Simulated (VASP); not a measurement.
# Na (C2/m) in VASP: further runs

Runs on Na. Level: PBE. Tasks: single point.

Program: VASP 6.6.1. These are calculated values, not measurements. Logs are shortened: lines on timing, memory, paths and dates and some standing lists are left out, and cuts for length are marked.

## 1. The cell of the first run

Symmetry: C2/m, No. 12, monoclinic system. Conventional cell: a = 6.393 Å, b = 3.713 Å, c = 9.614 Å, α = 90.00°, β = 103.07°, γ = 90.00°. Within 4.9 Å of Na (site symmetry m) lie 12 Na at 3.70 to 3.79 Å. Within 4.9 Å of Na (site symmetry 2/m) lie 12 Na at 3.70 to 3.79 Å.

## 2. Single point, PBE

INCAR

```
PREC = Accurate
ENCUT = 520
EDIFF = 1E-6
ISMEAR = -1
SIGMA = 0.05
LREAL = F
LASPH = T
NELM = 80
ALGO = Fast
ISIF = 2
LWAVE = F
LCHARG = T
GGA = PE
LELF = T
LVHAR = T
NBANDS = 18
```

KPOINTS

```
regular mesh
0
Gamma
  8 8 3
```

POSCAR

```
Na
1.0
    3.1966520447     -1.8565520294      0.0000000000
    3.1966520447      1.8565520294      0.0000000000
   -2.1744518352      0.0000000000      9.3648511597
Na
3
Direct
    0.7775850000      0.7775850000      0.3333240000
    0.2224150000      0.2224150000      0.6666760000
    0.0000000000      0.0000000000      0.0000000000
```

Potentials or basis: VASP PAW PBE potentials, release 64 (Na_pv).

The run is started by

```bash
cat potpaw_PBE.64/Na_pv/POTCAR > POTCAR
mpirun -np 1 vasp_std > vasp.out
```

OUTCAR:

```text
PREC = Accurate
   ENCUT = 520
   EDIFF = 1E-6
   ISMEAR = -1
   LREAL = F
   LASPH = T
   NELM = 80
   ISIF = 2
   GGA = PE

 ion  position               nearest neighbor table
   1  0.778  0.778  0.333-
   2  0.222  0.222  0.667-
   3  0.000  0.000  0.000-

  LATTYP: Found a base centered monoclinic cell.
 ALAT       =     6.3933040894
 B/A-ratio  =     0.5807801423
 C/A-ratio  =     1.5037582021
 COS(beta)  =    -0.2261759492

  Lattice vectors:

 A1 = (   3.1966520447,  -1.8565520294,   0.0000000000)
 A2 = (   3.1966520447,   1.8565520294,   0.0000000000)
 A3 = (  -2.1744518352,   0.0000000000,   9.3648511597)

Analysis of symmetry for initial positions (statically):
=====================================================================
 Subroutine PRICEL returns:
 Original cell was already a primitive cell.

 Routine SETGRP: Setting up the symmetry group for a
 base centered monoclinic supercell.

 Subroutine GETGRP returns: Found  4 space group operations
 (whereof  4 operations were pure point group operations)
 out of a pool of  4 trial point group operations.

The static configuration has the point symmetry C_2h.

Analysis of symmetry for dynamics (positions and initial velocities):
=====================================================================
 Subroutine PRICEL returns:
 Original cell was already a primitive cell.

 Routine SETGRP: Setting up the symmetry group for a
 base centered monoclinic supercell.

 Subroutine GETGRP returns: Found  4 space group operations
 (whereof  4 operations were pure point group operations)
 out of a pool of  4 trial point group operations.

The dynamic configuration has the point symmetry C_2h.

 Subroutine INISYM returns: Found  4 space group operations
 (whereof  4 operations are pure point group operations),
 and found     1 'primitive' translations

----------------------------------------------------------------------------------------

                                     Primitive cell

  volume of cell :     111.1561

  direct lattice vectors                    reciprocal lattice vectors
     3.196652045 -1.856552029  0.000000000     0.156413646 -0.269316449  0.036318136
     3.196652045  1.856552029  0.000000000     0.156413646  0.269316449  0.036318136
    -2.174451835  0.000000000  9.364851160     0.000000000  0.000000000  0.106782263

  length of vectors
     3.696670087  3.696670087  9.613983463     0.313553162  0.313553162  0.106782263

[... 82 lines left out ...]
   EDIFF  = 0.1E-05   stopping-criterion for ELM
   LREAL  =      F    real-space projection
   EDIFFG = 0.1E-04   stopping-criterion for IOM
   NSW    =      0    number of steps for IOM
   IBRION =     -1    ionic relax: 0-MD 1-quasi-New 2-CG
   NFREE  =      0    steps in history (QN), initial steepest desc. (CG)
   ISIF   =      2    stress and relaxation
   ISYM   =      2    0-nonsym 1-usesym 2-fastsym
   POTIM  = 0.5000    time-step for ionic-motion
   TEBEG  =    0.0;   TEEND  =   0.0 temperature during run
   PSTRESS=    0.0 pullay stress
   NELECT =      21.0000    total number of electrons
   NUPDOWN=      -1.0000    fix difference up-down
   EMIN   =  10.00;   EMAX   =-10.00  energy-range for DOS
   EFERMI =   0.00;   METHOD = LEGACY
   ISMEAR =    -1;   SIGMA  =   0.05  broadening in eV -4-tet -1-fermi 0-gaus
   EFERMI_NEDOS =   21; number of points for ismear=-14 and -15
   IALGO  =     68    algorithm
   IMIX   =      4    mixing-type and parameters
     AMIX     =   0.40;   BMIX     =  1.00
     AMIX_MAG =   1.60;   BMIX_MAG =  1.00
  volume/ion in A,a.u.               =      37.05       250.04
  Fermi-wavevector in a.u.,A,eV,Ry     =   0.939370  1.775152 12.006005  0.882416
  Thomas-Fermi vector in A             =   2.066676
   LORBIT       =      0    0 simple, 1 ext, 2 COOP (PROOUT), +10 PAW based schemes
   GGA     = PE    functional components
   LHFCALC =     F    Hartree Fock is set to
   AEXX    =    0.0000 exact exchange contribution
   IVDW    =     0    specifies the selected vdW correction
   LEPSILON=     F    determine dielectric tensor
   LRPA    =     F    only Hartree local field effects (RPA)
 non-spin polarized calculation
 RMM-DIIS sequential band-by-band and
  energy-cutoff  :      520.00
  volume of cell :      111.16
 maximum number of plane-waves:      3011
   NGX = 13   NGY = 13   NGZ = 35

 number of electron      21.0000011 magnetization

 Free energy of the ion-electron system (eV)
  ---------------------------------------------------
  ext. energy  EPLUGINS =         0.00000000
  ---------------------------------------------------
  free energy    TOTEN  =        -3.92426386 eV

  energy without entropy =       -3.91117282  energy(sigma->0) =       -3.91771834

 E-fermi :   0.2776     XC(G=0):  -6.5029

 val. band max:        0.2424660188   @ k =  -0.1250  -0.2500   0.3333
 cond. band min:       0.2788479548   @ k =   0.5000   0.3750   0.3333
 fundamental gap:      0.0363819359
 Fermi energy:         0.2775794853

 k-point     1 :       0.0000    0.0000    0.0000
  band No.  band energies     occupation
      1     -24.5911      2.00000
      2     -24.5911      2.00000
      3     -24.5710      2.00000
      4     -24.5708      2.00000
      5     -24.5707      2.00000
      6     -24.5706      2.00000
[... 481 lines left out ...]
      5     -24.5757      2.00000
      6     -24.5740      2.00000
[... 10 lines left out ...]
     17       7.5594      0.00000
     18       8.6173      0.00000

 [... further k-points ...]

------------------------ aborting loop because EDIFF is reached ----------------------------------------

  FORCE on cell =-STRESS in cart. coord.  units (eV):
  Direction    XX          YY          ZZ          XY          YZ          ZX
  --------------------------------------------------------------------------------------
  -------------------------------------------------------------------------------------
  Total        0.2053984      0.0730920     -0.2441660      0.0000000      0.0000000      0.0097621
  in kB        2.9605631      1.0535301     -3.5193491      0.0000000      0.0000000      0.1407084
  external PRESSURE =       0.1649147 kB  Pullay stress =       0.0000000 kB

 VOLUME and BASIS-vectors are now :
 -----------------------------------------------------------------------------
  energy-cutoff  :      520.00
  volume of cell :      111.16
      direct lattice vectors                 reciprocal lattice vectors
     3.196652045 -1.856552029  0.000000000     0.156413646 -0.269316449  0.036318136
     3.196652045  1.856552029  0.000000000     0.156413646  0.269316449  0.036318136
    -2.174451835  0.000000000  9.364851160     0.000000000  0.000000000  0.106782263

 POSITION                                       TOTAL-FORCE (eV/Angst)
 -----------------------------------------------------------------------------------
      4.24654      0.00000      3.12153        -0.001359     -0.000000      0.000117
     -0.02769      0.00000      6.24332         0.001359     -0.000000     -0.000117
      0.00000      0.00000      0.00000        -0.000000      0.000000      0.000000
 -----------------------------------------------------------------------------------
    total drift:                               -0.000000      0.000000      0.000000

  FREE ENERGIE OF THE ION-ELECTRON SYSTEM (eV)
  ---------------------------------------------------
  free  energy   TOTEN  =        -3.9242638622 eV

  energy  without entropy=       -3.9111728230  energy(sigma->0) =       -3.91771834
```

OSZICAR:

```text
N       E                     dE             d eps       ncg     rms          rms(c)
DAV:   1     0.164209633727E+03    0.16421E+03   -0.10973E+04  2116   0.109E+03
DAV:   2     0.457900320907E+01   -0.15963E+03   -0.15735E+03  2064   0.314E+02
DAV:   3    -0.380201112394E+01   -0.83810E+01   -0.83413E+01  2530   0.907E+01
DAV:   4    -0.392382728409E+01   -0.12182E+00   -0.12178E+00  2434   0.114E+01
DAV:   5    -0.392646700688E+01   -0.26397E-02   -0.26396E-02  2434   0.173E+00    0.351E-01
RMM:   6    -0.392522233692E+01    0.12447E-02   -0.14623E-03  2575   0.413E-01    0.235E-01
RMM:   7    -0.392422590337E+01    0.99643E-03   -0.25199E-03  2598   0.450E-01    0.276E-02
RMM:   8    -0.392424472737E+01   -0.18824E-04   -0.59929E-04  2699   0.421E-01    0.847E-03
RMM:   9    -0.392425737556E+01   -0.12648E-04   -0.15563E-04  2734   0.138E-01    0.511E-03
RMM:  10    -0.392426239408E+01   -0.50185E-05   -0.51542E-05  2627   0.118E-01    0.387E-03
RMM:  11    -0.392426310158E+01   -0.70750E-06   -0.19656E-05  2744   0.507E-02    0.599E-04
RMM:  12    -0.392426386216E+01   -0.76057E-06   -0.77772E-06  1837   0.346E-02
   1 F= -.39242639E+01 E0= -.39177183E+01  d E =-.130910E-01
```

Wall time 59 s (1 thread of AMD EPYC 9R45 (Zen 5), shared host); peak memory 0.22 GiB.

Results:

- Free energy: -3.9243 eV
- Pressure: 0.0 GPa
- Band gap on the k mesh: zero (an odd number of electrons rules out a gap without spin polarisation)

## 3. Single point, PBE

This run uses another cell than the first one, of 37.79 Å³/atom.

INCAR

```
  ALGO = Fast
  EDIFF = 1E-6
  ENCUT = 520
  GGA = PE
  ISIF = 2
  ISMEAR = -1
  LASPH = T
  LCHARG = T
  LELF = T
  LREAL = F
  LVHAR = T
  LWAVE = F
  NBANDS = 18
  NELM = 80
  PREC = Accurate
  SIGMA = 0.05
```

KPOINTS

```
k-points
0
Gamma
  8 8 3
```

POSCAR

```
Na
1.0
    3.2178225428     -1.8688474343      0.0000000000
    3.2178225428      1.8688474343      0.0000000000
   -2.1888525982      0.0000000000      9.4268718490
Na
3
Direct
    0.7775850000      0.7775850000      0.3333240000
    0.2224150000      0.2224150000      0.6666760000
    0.0000000000      0.0000000000      0.0000000000
```

Potentials or basis: VASP PAW PBE potentials, release 64 (Na_pv).

The run is started by

```bash
cat potpaw_PBE.64/Na_pv/POTCAR > POTCAR
mpirun -np 1 vasp_std > vasp.out
```

It took 59 s on 1 thread of AMD EPYC 9R45 (Zen 5), shared host; peak memory 0.23 GiB.

It converged, with:

```yaml
Free_energy: -3.9235 eV
Pressure: -0.1 GPa
Band_gap_on_the_k_mesh: zero (an odd number of electrons rules out a gap without spin polarisation)
```

Stress tensor (GPa, compression positive):
```
 0.13  0.00  0.01
 0.00 -0.05  0.00
 0.01  0.00 -0.49
```

Levels at points of the mesh, in eV from the Fermi level:
| k point | band 8 | band 9 | band 10 | band 11 | band 12 | band 13 | band 14 | band 15 |
| --- | --- | --- | --- | --- | --- | --- | --- | --- |
| (0.00, 0.00, 0.00) | -24.86 | -24.86 | -3.19 | -1.46 | -1.46 | 3.48 | 3.48 | 10.36 |
| (0.50, 0.00, 0.00) | -24.87 | -24.87 | 0.40 | 0.51 | 1.33 | 1.78 | 2.61 | 2.75 |
| (0.50, 0.50, 0.00) | -24.87 | -24.87 | 0.58 | 0.67 | 0.99 | 1.39 | 3.29 | 3.43 |

## 4. Single point, PBE

This run uses another cell than the first one, of 38.53 Å³/atom.

INCAR

```
SYSTEM = Na
PREC = Accurate
ENCUT = 520
EDIFF = 1E-6
ISMEAR = -1
SIGMA = 0.05
LREAL = .FALSE.
LASPH = .TRUE.
NELM = 100
ALGO = Fast
ISIF = 2
LWAVE = .FALSE.
LCHARG = .FALSE.
GGA = PE
NBANDS = 18
```

KPOINTS

```
regular mesh
0
G
  8 8 3
  0 0 0
```

POSCAR

```
Na
1.0
    3.2387180798     -1.8809831473      0.0000000000
    3.2387180798      1.8809831473      0.0000000000
   -2.2030663250      0.0000000000      9.4880870178
Na
3
Direct
    0.7775850000      0.7775850000      0.3333240000
    0.2224150000      0.2224150000      0.6666760000
    0.0000000000      0.0000000000      0.0000000000
```

The run is started by

```bash
cat potpaw_PBE.64/Na_pv/POTCAR > POTCAR
mpirun -np 1 vasp_std > vasp.out
```

It took 57 s on 1 thread of AMD EPYC 9R45 (Zen 5), shared host; peak memory 0.23 GiB.

The run converged. Its results:

| Property | Result |
| --- | --- |
| Free energy | -3.9208 eV |
| Pressure | -0.3 GPa |
| Band gap on the k mesh | zero (an odd number of electrons rules out a gap without spin polarisation) |

Stress tensor (GPa, compression positive):
```
-0.01  0.00  0.01
 0.00 -0.18  0.00
 0.01  0.00 -0.61
```

Levels at points of the mesh, in eV from the Fermi level:
| k point | band 8 | band 9 | band 10 | band 11 | band 12 | band 13 | band 14 | band 15 |
| --- | --- | --- | --- | --- | --- | --- | --- | --- |
| (0.00, 0.00, 0.00) | -24.88 | -24.88 | -3.15 | -1.45 | -1.45 | 3.44 | 3.44 | 10.23 |
| (0.50, 0.00, 0.00) | -24.88 | -24.88 | 0.40 | 0.50 | 1.32 | 1.76 | 2.58 | 2.72 |
| (0.50, 0.50, 0.00) | -24.88 | -24.88 | 0.57 | 0.66 | 0.98 | 1.37 | 3.25 | 3.39 |

## 5. Summary

```csv
cell,gap on the mesh (eV),pressure (GPa)
"a = 3.697, b = 3.697, c = 9.614 Å, angles 101.3, 101.3, 60.3°, 3 atoms",none,0.0
"a = 3.721, b = 3.721, c = 9.678 Å, angles 101.3, 101.3, 60.3°, 3 atoms",none,-0.1
"a = 3.745, b = 3.745, c = 9.740 Å, angles 101.3, 101.3, 60.3°, 3 atoms",none,-0.3
```

Alike in all rows: task single point; level PBE; potentials or basis VASP PAW PBE potentials, release 64 (Na_pv); no spin polarisation; k mesh 8 × 8 × 3; cutoff (eV) 520; smearing fermi-dirac 0.05 eV.

Total energies depend on the potentials used, so only differences within one code and one set of settings carry meaning.
